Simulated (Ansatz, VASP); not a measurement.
# HfC: VASP beside Ansatz

INCAR

```
SYSTEM = HfC
PREC = Accurate
ENCUT = 520
EDIFF = 1E-6
ISMEAR = 0
SIGMA = 0.05
LREAL = .FALSE.
LASPH = .TRUE.
NELM = 80
ALGO = Normal
ISIF = 2
LWAVE = .FALSE.
LCHARG = .TRUE.
GGA = PE
IVDW = 13
LELF = .TRUE.
LVHAR = .TRUE.
NBANDS = 14
```

KPOINTS

```
Automatic mesh
0
G
  8 8 8
  0 0 0
```

The input POSCAR:

```
HfC
1.0
    0.0000000000      2.3250013489      2.3250013489
    2.3250013489      0.0000000000      2.3250013489
    2.3250013489      2.3250013489      0.0000000000
Hf C
1 1
Direct
    0.5000000000      0.5000000000      0.5000000000
    0.0000000000      0.0000000000      0.0000000000
```

Input for Ansatz:

```yaml
crystal:
  lattice:
    - [0.0, 2.3250013489, 2.3250013489]
    - [2.3250013489, 0.0, 2.3250013489]
    - [2.3250013489, 2.3250013489, 0.0]
  atoms:
    - { symbol: Hf, position: [0.5, 0.5, 0.5] }
    - { symbol: C, position: [0.0, 0.0, 0.0] }
basis:
  ecutwfc: 420
  ecutrho_ratio: 4
kpoints:
  mp_grid: { grid: [8, 8, 8] }
hamiltonian:
  xc: pbe
  dispersion: d4
scf:
  occupations: { method: gaussian, width: 0.05 }
output:
  forces: true
  stress: true
  eigenvalues: true
```

Alike in both runs: task single point; functional PBE; dispersion D4; k mesh 8 × 8 × 8; occupations gaussian, width 0.05 eV; no spin polarisation.

```csv
,VASP,Ansatz
version,VASP 6.6.1,Ansatz 0.2.0
potentials or method,"VASP PAW PBE potentials, release 64 (Hf_pv, C), cutoff 520 eV","scalar-relativistic, plane waves, PAW"
valence electrons in the cell,14,30
```

Ansatz gave:

- gap on the k mesh at the Fermi level (eV): none
- pressure (GPa): -3.3

Question: What did VASP give for the same quantities?

Answer: gap on the k mesh at the Fermi level (eV): none; pressure (GPa): -3.9.

A gap of «none» marks a metal or a gap that the smearing closes. VASP's potentials hold 14 valence electrons a cell and Ansatz's 30, so a difference there can come from the potentials and not from the codes.

Neither program's run includes spin-orbit coupling.
